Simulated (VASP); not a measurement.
# Ti5H in VASP: further runs

Runs on Ti5H. Level: PBE. Tasks: single point.

Everything below comes from runs of VASP 6.6.1. Logs are shortened: lines on timing, memory, paths and dates and some standing lists are left out, and cuts for length are marked.

### 1 The cell of the first run

The cell holds a slab with vacuum, 6 atoms: a = 2.938 Å, b = 2.938 Å, c = 24.712 Å, α = 90.00°, β = 90.00°, γ = 120.00°.

### 2 Single point, PBE

INCAR

```
ALGO = Normal ; DIPOL = 0.5 0.5 0.390
EDIFF = 1E-6 ; ENCUT = 520
GGA = PE ; IDIPOL = 3
ISIF = 2 ; ISMEAR = 0
LASPH = T ; LCHARG = T
LDIPOL = T ; LELF = T
LREAL = F ; LVACPOTAV = T
LVHAR = T ; LWAVE = F
NBANDS = 40 ; NELM = 60
PREC = Accurate ; SIGMA = 0.1
```

KPOINTS

```
k-points
0
Gamma
  9 9 1
```

POSCAR

```
Ti5H
1.0
    2.9381632086      0.0000000000      0.0000000000
   -1.4690816043      2.5445239791      0.0000000000
    0.0000000000      0.0000000000     24.7117068140
Ti H
5 1
Direct
    0.6666666667      0.3333333333      0.1618666015
    0.3333333333      0.6666666667      0.2559609806
    0.6666666667      0.3333333333      0.3506708119
    0.3333333333      0.6666666667      0.4475655916
    0.8548334950      0.4274167475      0.5401277040
    0.6666666667      0.8333333333      0.5839422276
```

Potentials or basis: VASP PAW PBE potentials, release 64 (Ti_sv, H).

On the command line:

```sh
> cat potpaw_PBE.64/Ti_sv/POTCAR potpaw_PBE.64/H/POTCAR > POTCAR
> mpirun -np 1 vasp_std > vasp.out
```

OUTCAR:

```text
EDIFF = 1E-6
   ENCUT = 520
   GGA = PE
   ISIF = 2
   ISMEAR = 0
   LASPH = T
   LREAL = F
   NELM = 60
   PREC = Accurate

 ion  position               nearest neighbor table
   1  0.667  0.333  0.162-   2 2.88   2 2.88   2 2.88
   2  0.333  0.667  0.256-   1 2.88   1 2.88   1 2.88   3 2.89   3 2.89   3 2.89
   3  0.667  0.333  0.351-   2 2.89   2 2.89   2 2.89
   4  0.333  0.667  0.448-   5 2.59
   5  0.855  0.427  0.540-   6 1.89   6 1.89   4 2.59
   6  0.667  0.833  0.584-   5 1.89   5 1.89

  LATTYP: Found a hexagonal cell.
 ALAT       =     2.9381632086
 C/A-ratio  =     8.4105970498

  Lattice vectors:

 A1 = (   2.9381632086,   0.0000000000,   0.0000000000)
 A2 = (  -1.4690816043,   2.5445239791,   0.0000000000)
 A3 = (   0.0000000000,   0.0000000000,  24.7117068140)

Analysis of symmetry for initial positions (statically):
=====================================================================
 Subroutine PRICEL returns:
 Original cell was already a primitive cell.

 Routine SETGRP: Setting up the symmetry group for a
 hexagonal supercell.

 Subroutine GETGRP returns: Found  2 space group operations
 (whereof  2 operations were pure point group operations)
 out of a pool of 24 trial point group operations.

The static configuration has the point symmetry C_1h.

Analysis of symmetry for dynamics (positions and initial velocities):
=====================================================================
 Subroutine PRICEL returns:
 Original cell was already a primitive cell.

 Routine SETGRP: Setting up the symmetry group for a
 hexagonal supercell.

 Subroutine GETGRP returns: Found  2 space group operations
 (whereof  2 operations were pure point group operations)
 out of a pool of 24 trial point group operations.

The dynamic configuration has the point symmetry C_1h.

 Subroutine INISYM returns: Found  2 space group operations
 (whereof  2 operations are pure point group operations),
 and found     1 'primitive' translations

----------------------------------------------------------------------------------------

                                     Primitive cell

  volume of cell :     184.7503

  direct lattice vectors                    reciprocal lattice vectors
     2.938163209  0.000000000  0.000000000     0.340348690  0.196500408  0.000000000
    -1.469081604  2.544523979  0.000000000     0.000000000  0.393000816  0.000000000
     0.000000000  0.000000000 24.711706814     0.000000000  0.000000000  0.040466650

  length of vectors
     2.938163209  2.938163209 24.711706814     0.393000816  0.393000816  0.040466650

  position of ions in fractional coordinates (direct lattice)
     0.666666667  0.333333333  0.161866602
     0.333333333  0.666666667  0.255960981
     0.666666667  0.333333333  0.350670812
     0.333333333  0.666666667  0.447565592
     0.854833495  0.427416747  0.540127704
     0.666666667  0.833333333  0.583942228

  ion indices of the primitive-cell ions
   primitive index   ion index
                 1           1
                 2           2
                 3           3
                 4           4
                 5           5
                 6           6

----------------------------------------------------------------------------------------

 KPOINTS: k-points

Automatic generation of k-mesh.
 Grid dimensions read from file:
 generate k-points for:    9    9    1

 Generating k-lattice:

  Cartesian coordinates                     Fractional coordinates (reciprocal lattice)
     0.037816521  0.021833379  0.000000000     0.111111111  0.000000000  0.000000000
     0.000000000  0.043666757  0.000000000     0.000000000  0.111111111  0.000000000
     0.000000000  0.000000000  0.040466650     0.000000000  0.000000000  1.000000000

  Length of vectors
     0.043666757  0.043666757  0.040466650

  Shift w.r.t. Gamma in fractional coordinates (k-lattice)
     0.000000000  0.000000000  0.000000000

 Subroutine IBZKPT returns following result:
 ===========================================

 Found     25 irreducible k-points:

 Following reciprocal coordinates:
            Coordinates               Weight
  0.000000  0.000000  0.000000      1.000000
  0.111111 -0.000000  0.000000      2.000000
  0.000000  0.111111  0.000000      4.000000
  0.222222 -0.000000  0.000000      2.000000
  0.000000  0.222222  0.000000      4.000000
  0.333333 -0.000000  0.000000      2.000000
[... 16 lines left out ...]
 -0.222222 -0.444444  0.000000      4.000000
  0.444444  0.333333  0.000000      4.000000
   k-points           NKPTS =     25   k-points in BZ     NKDIM =     25   number of bands    NBANDS=     40
   number of dos      NEDOS =    301   number of ions     NIONS =      6
   total plane-waves  NPLWV = 110592
   dimension x,y,z NGX =    24 NGY =   24 NGZ =  192
   dimension x,y,z NGXF=    48 NGYF=   48 NGZF=  384
   ions per type =               5   1
   NGX,Y,Z   is equivalent  to a cutoff of  13.58, 13.58, 12.92 a.u.
   NGXF,Y,Z  is equivalent  to a cutoff of  27.16, 27.16, 25.83 a.u.
 SYSTEM =  unknown system
   PREC   = accura    normal or accurate (medium, high low for compatibility)
   ISTART =      0    job   : 0-new  1-cont  2-samecut
   ICHARG =      2    charge: 1-file 2-atom 10-const
   ISPIN  =      1    spin polarized calculation?
   LNONCOLLINEAR =      F non collinear calculations
   LSORBIT =      F    spin-orbit coupling
   LASPH  =      T    aspherical Exc in radial PAW
   ENCUT  =  520.0 eV  38.22 Ry    6.18 a.u.   5.46  5.46 45.95*2*pi/ulx,y,z
   NELM   =     60;   NELMIN=  2; NELMDL= -5     # of ELM steps
   EDIFF  = 0.1E-05   stopping-criterion for ELM
   LREAL  =      F    real-space projection
   EDIFFG = 0.1E-04   stopping-criterion for IOM
   NSW    =      0    number of steps for IOM
   IBRION =     -1    ionic relax: 0-MD 1-quasi-New 2-CG
   NFREE  =      0    steps in history (QN), initial steepest desc. (CG)
   ISIF   =      2    stress and relaxation
   ISYM   =      2    0-nonsym 1-usesym 2-fastsym
   POTIM  = 0.5000    time-step for ionic-motion
   TEBEG  =    0.0;   TEEND  =   0.0 temperature during run
   PSTRESS=    0.0 pullay stress
   NELECT =      61.0000    total number of electrons
   NUPDOWN=      -1.0000    fix difference up-down
   EMIN   =  10.00;   EMAX   =-10.00  energy-range for DOS
   EFERMI =   0.00;   METHOD = LEGACY
   ISMEAR =     0;   SIGMA  =   0.10  broadening in eV -4-tet -1-fermi 0-gaus
   EFERMI_NEDOS =   21; number of points for ismear=-14 and -15
   IALGO  =     38    algorithm
   IMIX   =      4    mixing-type and parameters
     AMIX     =   0.40;   BMIX     =  1.00
     AMIX_MAG =   1.60;   BMIX_MAG =  1.00
  volume/ion in A,a.u.               =      30.79       207.79
  Fermi-wavevector in a.u.,A,eV,Ry     =   1.131505  2.138234 17.419579  1.280303
  Thomas-Fermi vector in A             =   2.268204
   LORBIT       =      0    0 simple, 1 ext, 2 COOP (PROOUT), +10 PAW based schemes
   GGA     = PE    functional components
   LHFCALC =     F    Hartree Fock is set to
   AEXX    =    0.0000 exact exchange contribution
   IVDW    =     0    specifies the selected vdW correction
   LEPSILON=     F    determine dielectric tensor
   LRPA    =     F    only Hartree local field effects (RPA)
 non-spin polarized calculation
 Gauss-broadening in eV      SIGMA  =   0.10
  energy-cutoff  :      520.00
  volume of cell :      184.75
 maximum number of plane-waves:      5059
 NGX is ok and might be reduce to    24
   NGX = 11   NGY = 11   NGZ = 91

 dipolmoment           0.000000      0.000000     -0.024315 electrons x Angstroem

 number of electron      60.9999993 magnetization

 dipolmoment           0.000000      0.000000      0.008846 electrons x Angstroem

 Free energy of the ion-electron system (eV)
  ---------------------------------------------------
  ext. energy  EPLUGINS =         0.00000000
  ---------------------------------------------------
  free energy    TOTEN  =       -41.57855264 eV

  energy without entropy =      -41.53226993  energy(sigma->0) =      -41.55541129

 E-fermi :   1.6873     XC(G=0):  -6.3358

 val. band max:        1.6783413878   @ k =   0.4444   0.3333   0.0000
 cond. band min:       1.6884356708   @ k =  -0.4444   0.3333   0.0000
 fundamental gap:      0.0100942830
 Fermi energy:         1.6872920640

 k-point     1 :       0.0000    0.0000    0.0000
  band No.  band energies     occupation
      1     -55.2826      2.00000
      2     -55.1985      2.00000
      3     -55.1064      2.00000
      4     -55.0450      2.00000
      5     -54.9883      2.00000
      6     -31.7326      2.00000
[... 32 lines left out ...]
     39       2.7588      0.00000
     40       2.8238      0.00000

 k-point     2 :       0.1111   -0.0000    0.0000
  band No.  band energies     occupation
      1     -55.2738      2.00000
      2     -55.1891      2.00000
      3     -55.0966      2.00000
      4     -55.0381      2.00000
      5     -54.9819      2.00000
      6     -31.7138      2.00000
[... 32 lines left out ...]
     39       2.7652      0.00000
     40       2.8602      0.00000

 k-point     3 :       0.0000    0.1111    0.0000
  band No.  band energies     occupation
      1     -55.2738      2.00000
      2     -55.1894      2.00000
      3     -55.0965      2.00000
      4     -55.0381      2.00000
      5     -54.9816      2.00000
      6     -31.7144      2.00000
[... 853 lines left out ...]
  band No.  band energies     occupation
      1     -55.2021      2.00000
      2     -55.1146      2.00000
      3     -55.0056      2.00000
      4     -54.9911      2.00000
      5     -54.9281      2.00000
      6     -31.6461      2.00000
[... 32 lines left out ...]
     39       3.8650      0.00000
     40       4.1298      0.00000

 k-point    24 :       0.4444    0.3333    0.0000
  band No.  band energies     occupation
      1     -55.2021      2.00000
      2     -55.1140      2.00000
      3     -55.0056      2.00000
      4     -54.9911      2.00000
      5     -54.9289      2.00000
      6     -31.6463      2.00000
[... 32 lines left out ...]
     39       3.8649      0.00000
     40       4.0776      0.00000

 [... further k-points ...]

------------------------ aborting loop because EDIFF is reached ----------------------------------------

  FORCE on cell =-STRESS in cart. coord.  units (eV):
  Direction    XX          YY          ZZ          XY          YZ          ZX
  --------------------------------------------------------------------------------------
  -------------------------------------------------------------------------------------
  Total       -1.8011589     -2.1133805     -1.7558889      0.2703919     -0.9125362     -1.5805588
  in kB      -15.6198692    -18.3274934    -15.2272823      2.3448713     -7.9136248    -13.7067990
  external PRESSURE =     -16.3915483 kB  Pullay stress =       0.0000000 kB

 VOLUME and BASIS-vectors are now :
 -----------------------------------------------------------------------------
  energy-cutoff  :      520.00
  volume of cell :      184.75
      direct lattice vectors                 reciprocal lattice vectors
     2.938163209  0.000000000  0.000000000     0.340348690  0.196500408  0.000000000
    -1.469081604  2.544523979  0.000000000     0.000000000  0.393000816  0.000000000
     0.000000000  0.000000000 24.711706814     0.000000000  0.000000000  0.040466650

 POSITION                                       TOTAL-FORCE (eV/Angst)
 -----------------------------------------------------------------------------------
      1.46908      0.84817      4.00000        -0.000303     -0.000175      0.544022
     -0.00000      1.69635      6.32523        -0.003725     -0.002151     -0.542931
      1.46908      0.84817      8.66567         0.047147      0.027220      0.180232
     -0.00000      1.69635     11.06011         0.398259      0.229935     -0.178800
      1.88373      1.08757     13.34748        -0.000286     -0.000165     -0.003234
      0.73454      2.12044     14.43021        -0.441092     -0.254664      0.000711
 -----------------------------------------------------------------------------------
    total drift:                               -0.000003     -0.000002     -0.000564

  FREE ENERGIE OF THE ION-ELECTRON SYSTEM (eV)
  ---------------------------------------------------
  free  energy   TOTEN  =       -41.5785526421 eV

  energy  without entropy=      -41.5322699339  energy(sigma->0) =      -41.55541129

 vacuum level on the upper side and lower side of the slab         6.332         6.113
```

Wall time 3.6 min (1 thread of Intel Xeon 6975P-C (Granite Rapids), shared host); peak memory 0.4 GiB.

What came out:

```yaml
Free_energy: -41.5786 eV
Largest_force: 0.544 eV/Å
Band_gap_on_the_k_mesh: zero (an odd number of electrons rules out a gap without spin polarisation)
```

Forces on the atoms (eV/Å):
```
Ti   0.000  0.000  0.544
Ti  -0.004 -0.002 -0.543
Ti   0.047  0.027  0.180
Ti   0.398  0.230 -0.179
Ti   0.000  0.000 -0.003
H   -0.441 -0.255  0.001
```

Levels at points of the mesh, in eV from the Fermi level:
| k point | band 27 | band 28 | band 29 | band 30 | band 31 | band 32 | band 33 | band 34 |
| --- | --- | --- | --- | --- | --- | --- | --- | --- |
| (0.00, 0.00, 0.00) | -0.13 | 0.12 | 0.19 | 0.51 | 0.66 | 0.71 | 0.72 | 0.72 |

### 3 Single point, PBE

INCAR

```
SYSTEM = Ti5H
PREC = Accurate ; ENCUT = 520
EDIFF = 1E-7 ; ISMEAR = 0
SIGMA = 0.1 ; LREAL = .False.
LASPH = .True. ; NELM = 60
ALGO = Normal ; ISIF = 2
LWAVE = .False. ; LCHARG = .True.
LDIPOL = .True. ; IDIPOL = 3
DIPOL = 0.5 0.5 0.391 ; GGA = PE
LELF = .True. ; LVHAR = .True.
LVACPOTAV = .True. ; NBANDS = 40
```

KPOINTS

```
regular mesh
0
Gamma
  9 9 1
  0 0 0
```

POSCAR

```
Ti5H
1.0
    2.9381632086      0.0000000000      0.0000000000
   -1.4690816043      2.5445239791      0.0000000000
    0.0000000000      0.0000000000     24.7117068140
Ti H
5 1
Direct
    0.6666666666      0.3333333333      0.1618666015
    0.3333333334      0.6666666667      0.2559609806
    0.6666666666      0.3333333333      0.3506708119
    0.3333333334      0.6666666667      0.4475655916
    0.5235727617      0.0471455233      0.5447863344
    0.8333333333      0.6666666667      0.5862893554
```

Potentials or basis: VASP PAW PBE potentials, release 64 (Ti_sv, H).

On the command line:

```sh
> cat potpaw_PBE.64/Ti_sv/POTCAR potpaw_PBE.64/H/POTCAR > POTCAR
> mpirun -np 1 vasp_std > vasp.out
```

Run time: 3.7 min. Hardware: 1 thread of Intel Xeon 6975P-C (Granite Rapids), shared host; peak memory 0.39 GiB.

The run converged. Its results:

```
Free energy            : -41.4994 eV
Largest force          : 0.611 eV/Å
Band gap on the k mesh : zero (an odd number of electrons rules out a gap without spin polarisation)
```

Forces on the atoms (eV/Å):
```
Ti   0.000 -0.001  0.545
Ti   0.000 -0.005 -0.542
Ti   0.000 -0.048  0.371
Ti   0.000 -0.488 -0.369
Ti   0.000 -0.014 -0.011
H    0.000  0.556  0.006
```

Levels at points of the mesh, in eV from the Fermi level:
```tsv
k point	band 28	band 29	band 30	band 31	band 32	band 33	band 34	band 35
(0.00, 0.00, 0.00)	-0.08	0.21	0.50	0.68	0.73	0.73	0.76	0.78
```

### 4 Single point, PBE

INCAR

```
SYSTEM = Ti5H
PREC     = Accurate       ! precision mode
ENCUT    = 520            ! plane-wave cutoff, eV
EDIFF    = 1E-6           ! SCF threshold, eV
ISMEAR   = 0              ! smearing method
SIGMA    = 0.1            ! smearing width, eV
LREAL    = .False.        ! projectors in reciprocal space
LASPH    = .True.         ! aspherical terms in the spheres
NELM     = 100            ! most SCF steps
ALGO     = Normal         ! electronic algorithm
ISIF     = 2              ! what is computed and relaxed
LWAVE    = .False.        ! write WAVECAR
LCHARG   = .True.         ! write CHGCAR
LDIPOL   = .True.       
IDIPOL   = 3            
DIPOL    = 0.5 0.5 0.390
GGA      = PE             ! functional
LELF     = .True.         ! ELF
LVHAR    = .True.       
LVACPOTAV= .True.       
NBANDS   = 40             ! bands
```

KPOINTS is that of step 3.

POSCAR

```
Ti5H
1.0
    2.9381632086      0.0000000000      0.0000000000
   -1.4690816043      2.5445239791      0.0000000000
    0.0000000000      0.0000000000     24.7117068140
Ti H
5 1
Direct
    0.6666666667      0.3333333333      0.1618666015
    0.3333333333      0.6666666666      0.2559609806
    0.6666666667      0.3333333333      0.3506708119
    0.3333333333      0.6666666666      0.4475655916
    0.3580114838      0.1790057419      0.5409650377
    1.0000000000      0.5000000000      0.5819191500
```

On the command line:

```sh
> cat potpaw_PBE.64/Ti_sv/POTCAR potpaw_PBE.64/H/POTCAR > POTCAR
> mpirun -np 1 vasp_std > vasp.out
```

Wall time 3.4 min (1 thread of Intel Xeon 6975P-C (Granite Rapids), shared host); peak memory 0.4 GiB.

It converged, with:

* Free energy: -41.6731 eV
* Largest force: 0.528 eV/Å
* Band gap on the k mesh: zero (an odd number of electrons rules out a gap without spin polarisation)

Forces on the atoms (eV/Å):
```
Ti   0.008  0.005  0.528
Ti  -0.007 -0.004 -0.497
Ti  -0.035 -0.020  0.113
Ti  -0.134 -0.077 -0.115
Ti  -0.001 -0.001 -0.017
H    0.168  0.097 -0.011
```

Levels at points of the mesh, in eV from the Fermi level:
| k point | band 27 | band 28 | band 29 | band 30 | band 31 | band 32 | band 33 | band 34 |
| --- | --- | --- | --- | --- | --- | --- | --- | --- |
| (0.00, 0.00, 0.00) | -0.12 | 0.15 | 0.27 | 0.53 | 0.68 | 0.73 | 0.74 | 0.78 |

### 5 Summary

| cell | gap on the mesh (eV) | largest force (eV/Å) |
| --- | --- | --- |
| as given, atomic positions A | none | 0.54 |
| as given, atomic positions B | none | 0.61 |
| as given, atomic positions C | none | 0.53 |

Alike in all rows: task single point; level PBE; potentials or basis VASP PAW PBE potentials, release 64 (Ti_sv, H); no spin polarisation; k mesh 9 × 9 × 1; cutoff (eV) 520; smearing gaussian 0.1 eV.

Total energies depend on the potentials used, so only differences within one code and one set of settings carry meaning.
